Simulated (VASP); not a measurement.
A run of VASP 6.6.1 is set up as follows.

File INCAR:

```
  PREC = Accurate
  ENCUT = 520
  EDIFF = 1E-6
  ISMEAR = 0
  SIGMA = 0.1
  LREAL = False
  LASPH = True
  NELM = 150
  ALGO = Normal
  ISIF = 2
  LWAVE = False
  LCHARG = False
  ISPIN = 2
  MAGMOM = 1 1 0 0 0 0
  LORBIT = 11
  LMAXMIX = 4
  GGA = PE
  NBANDS = 38
```

File KPOINTS:

```
Automatic mesh
0
Gamma
  6 6 6
```

Contents of POSCAR:

```
Ta2GaN3
1.0
    5.5421539800      0.0000000000      0.0000000000
   -2.7710769900      4.7996461400      0.0000000000
    0.0000000000      0.0000000000      3.0515386600
Ta Ga N
2 1 3
Direct
    0.3333333300      0.6666666700      0.0000000000
    0.6666666700      0.3333333300      0.0000000000
    0.0000000000      0.0000000000      0.0000000000
    0.5000000000      0.0000000000      0.5000000000
    0.5000000000      0.5000000000      0.5000000000
    0.0000000000      0.5000000000      0.5000000000
```

Potentials or basis: VASP PAW PBE potentials, release 64 (Ta_pv, Ga_d, N).

The run is started by

```bash
$ cat potpaw_PBE.64/Ta_pv/POTCAR potpaw_PBE.64/Ga_d/POTCAR potpaw_PBE.64/N/POTCAR > POTCAR
$ mpirun -np 1 vasp_std > vasp.out
```

Task: What does it give for the net moment?

Result: 0.00 μB per cell.

Task: Predict the band gap on the k mesh.

Result: Zero (filled and empty bands overlap).

Stress tensor (GPa, compression positive):
```
 -9.41   0.00   0.00
  0.00  -9.41   0.00
  0.00   0.00 -40.63
```

Caveat: spin-orbit coupling is left out, which moves the levels of the heavy elements.
